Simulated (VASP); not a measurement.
Here is a VASP 6.6.1 calculation.

POSCAR

```
CuI
1.0
    4.1286180000      0.0000000000      0.0000000000
   -2.0643090000      3.5754880705      0.0000000000
    0.0000000000      0.0000000000      7.4781060000
Cu I
2 2
Direct
    0.6666666667      0.3333333333      0.5899520000
    0.3333333333      0.6666666667      0.4100480000
    0.3333333333      0.6666666667      0.7547480000
    0.6666666667      0.3333333333      0.2452520000
```

Contents of INCAR.step1:

```
SYSTEM = CuI
PREC = Accurate
ENCUT = 570
ISMEAR = 0
SIGMA = 0.01
LREAL = .False.
LASPH = .True.
NELM = 120
NBANDS = 26
ISYM = -1
GGA = PE
ALGO = Normal
EDIFF = 1E-5
LWAVE = .True.
LCHARG = .False.
GGA_COMPAT = .False.
KPAR = 1
```

The input INCAR.step2:

```
SYSTEM = CuI
PREC = Accurate
ENCUT = 570
EDIFF = 1E-6
ISMEAR = 0
SIGMA = 0.01
LREAL = .False.
LASPH = .True.
NELM = 120
ALGO = Normal
ISIF = 2
LWAVE = .False.
LCHARG = .True.
METAGGA = R2SCAN
LMIXTAU = .True.
IVDW = 13
VDW_S6 = 1.0
VDW_S8 = 0.6018749
VDW_A1 = 0.51559235
VDW_A2 = 5.77342911
LELF = .True.
LVHAR = .True.
NBANDS = 26
ISYM = -1
ISTART = 1
GGA_COMPAT = .False.
KPAR = 1
```

The input KPOINTS:

```
explicit points
74
Reciprocal
  0.07142857   0.07142857   0.16666667 2
  0.07142857   0.07142857   0.50000000 2
  0.07142857   0.07142857   0.83333333 2
  0.07142857   0.21428571   0.16666667 2
  0.07142857   0.21428571   0.50000000 2
  0.07142857   0.21428571   0.83333333 2
  0.07142857   0.35714286   0.16666667 2
  0.07142857   0.35714286   0.50000000 2
  0.07142857   0.35714286   0.83333333 2
  0.07142857   0.50000000   0.16666667 2
  0.07142857   0.50000000   0.50000000 2
  0.07142857   0.50000000   0.83333333 2
  0.07142857   0.64285714   0.16666667 2
  0.07142857   0.64285714   0.50000000 2
  0.07142857   0.64285714   0.83333333 2
  0.07142857   0.78571429   0.16666667 2
  0.07142857   0.78571429   0.50000000 2
  0.07142857   0.78571429   0.83333333 2
  0.07142857   0.92857143   0.16666667 2
  0.07142857   0.92857143   0.50000000 2
  0.07142857   0.92857143   0.83333333 2
  0.21428571   0.07142857   0.16666667 2
  0.21428571   0.07142857   0.50000000 2
  0.21428571   0.07142857   0.83333333 2
  0.21428571   0.21428571   0.16666667 2
  0.21428571   0.21428571   0.50000000 2
  0.21428571   0.21428571   0.83333333 2
  0.21428571   0.35714286   0.16666667 2
  0.21428571   0.35714286   0.50000000 2
  0.21428571   0.35714286   0.83333333 2
  0.21428571   0.50000000   0.16666667 2
  0.21428571   0.50000000   0.50000000 2
  0.21428571   0.50000000   0.83333333 2
  0.21428571   0.64285714   0.16666667 2
  0.21428571   0.64285714   0.50000000 2
  0.21428571   0.64285714   0.83333333 2
  0.21428571   0.78571429   0.16666667 2
  0.21428571   0.78571429   0.50000000 2
  0.21428571   0.78571429   0.83333333 2
  0.21428571   0.92857143   0.16666667 2
  0.21428571   0.92857143   0.50000000 2
  0.21428571   0.92857143   0.83333333 2
  0.35714286   0.07142857   0.16666667 2
  0.35714286   0.07142857   0.50000000 2
  0.35714286   0.07142857   0.83333333 2
  0.35714286   0.21428571   0.16666667 2
  0.35714286   0.21428571   0.50000000 2
  0.35714286   0.21428571   0.83333333 2
  0.35714286   0.35714286   0.16666667 2
  0.35714286   0.35714286   0.50000000 2
  0.35714286   0.35714286   0.83333333 2
  0.35714286   0.50000000   0.16666667 2
  0.35714286   0.50000000   0.50000000 2
  0.35714286   0.50000000   0.83333333 2
  0.35714286   0.64285714   0.16666667 2
  0.35714286   0.64285714   0.50000000 2
  0.35714286   0.64285714   0.83333333 2
  0.35714286   0.78571429   0.16666667 2
  0.35714286   0.78571429   0.50000000 2
  0.35714286   0.78571429   0.83333333 2
  0.35714286   0.92857143   0.16666667 2
  0.35714286   0.92857143   0.50000000 2
  0.35714286   0.92857143   0.83333333 2
  0.50000000   0.07142857   0.16666667 2
  0.50000000   0.07142857   0.50000000 2
  0.50000000   0.07142857   0.83333333 2
  0.50000000   0.21428571   0.16666667 2
  0.50000000   0.21428571   0.50000000 2
  0.50000000   0.21428571   0.83333333 2
  0.50000000   0.35714286   0.16666667 2
  0.50000000   0.35714286   0.50000000 2
  0.50000000   0.35714286   0.83333333 2
  0.50000000   0.50000000   0.16666667 2
  0.50000000   0.50000000   0.50000000 1
```

Potentials or basis: VASP PAW PBE potentials, release 64 (Cu, I).

The run is started by

```console
$ cat potpaw_PBE.64/Cu/POTCAR potpaw_PBE.64/I/POTCAR > POTCAR
$ cp INCAR.step1 INCAR
$ mpirun -np 4 vasp_std > vasp.out
$ cp INCAR.step2 INCAR
$ mpirun -np 4 vasp_std > vasp.out
```

Predict the pressure.

-0.5 GPa.

Estimate the band gap on the k mesh.

2.66 eV.

Estimate the largest force.

0.036 eV/Å.

Forces on the atoms (eV/Å):
```
Cu   0.000  0.000  0.036
Cu   0.000  0.000 -0.036
I    0.000  0.000  0.013
I    0.000  0.000 -0.013
```

Caveat: the PAW data sets were made with another functional, which shifts forces and pressure a little; spin-orbit coupling is left out, which moves the levels of the heavy elements; a shifted mesh leaves out Γ, where band edges can lie. A k mesh can miss the band edges.
